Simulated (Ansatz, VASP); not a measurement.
## One calculation of TaN, two programs

Contents of INCAR:

```
SYSTEM = TaN
ALGO = Normal ; EDIFF = 1E-8
ENCUT = 520 ; GGA = PE
ISIF = 2 ; ISMEAR = -1
LASPH = .TRUE. ; LCHARG = .FALSE.
LEFG = .TRUE. ; LREAL = .FALSE.
LWAVE = .FALSE. ; NBANDS = 24
NELM = 80 ; PREC = Accurate
SIGMA = 0.01
```

File KPOINTS:

```
k-points
0
G
  9 9 5
  0 0 0
```

Contents of POSCAR:

```
TaN
1.0
    3.1089620182      0.0000000000      0.0000000000
   -1.5544810091      2.6924400871      0.0000000000
    0.0000000000      0.0000000000      4.9180000000
Ta N
2 2
Direct
    0.0000000000      0.0000000000      0.0000000000
    0.0000000000      0.0000000000      0.5000000000
    0.3333333333      0.6666666667      0.2500000000
    0.6666666667      0.3333333333      0.7500000000
```

Input for Ansatz:

```yaml
crystal:
  lattice:
    - [3.1089620182, 0.0, 0.0]
    - [-1.5544810091, 2.6924400871, 0.0]
    - [0.0, 0.0, 4.918]
  atoms:
    - { symbol: Ta, position: [0.0, 0.0, 0.0] }
    - { symbol: Ta, position: [0.0, 0.0, 0.5] }
    - { symbol: "N", position: [0.3333333333, 0.6666666667, 0.25] }
    - { symbol: "N", position: [0.6666666667, 0.3333333333, 0.75] }
kpoints:
  mp_grid: { grid: [9, 9, 5] }
scf:
  occupations: { method: fermi_dirac, width: 0.01 }
hamiltonian:
  xc: pbe
  pseudopotentials: { kind: all_electron, datasets: crystal }
output:
  forces: true
  stress: true
  eigenvalues: true
  efg: { contact_densities: true }
```

Change from the starting cell: equal xx and yy strain of +2 %, crystal datasets.

Alike in both runs: task electric field gradients; functional PBE; k mesh 9 × 9 × 5; occupations fermi-dirac, width 0.01 eV; no spin polarisation.

|  | VASP | Ansatz |
| --- | --- | --- |
| version | VASP 6.6.1 | Ansatz 0.2.0 |
| potentials or method | VASP PAW PBE potentials, release 64 (Ta_pv, N), cutoff 520 eV | all-electron PAW with datasets made for the crystal, scalar-relativistic |

```csv
,VASP,Ansatz,Ansatz less VASP
pressure (GPa),43.4,42.0,-1.48
"traceless stress, the component that is largest in VASP (GPa)",52.28,51.67,-0.618
size of Vzz on the site where it differs most (V/Å²),172.4,203.2,+30.72
```

Both programs put the cell under a high pressure, so it lies far from rest at this level. Ansatz ran all-electron here, and VASP with PAW potentials.

Neither program's run includes spin-orbit coupling.
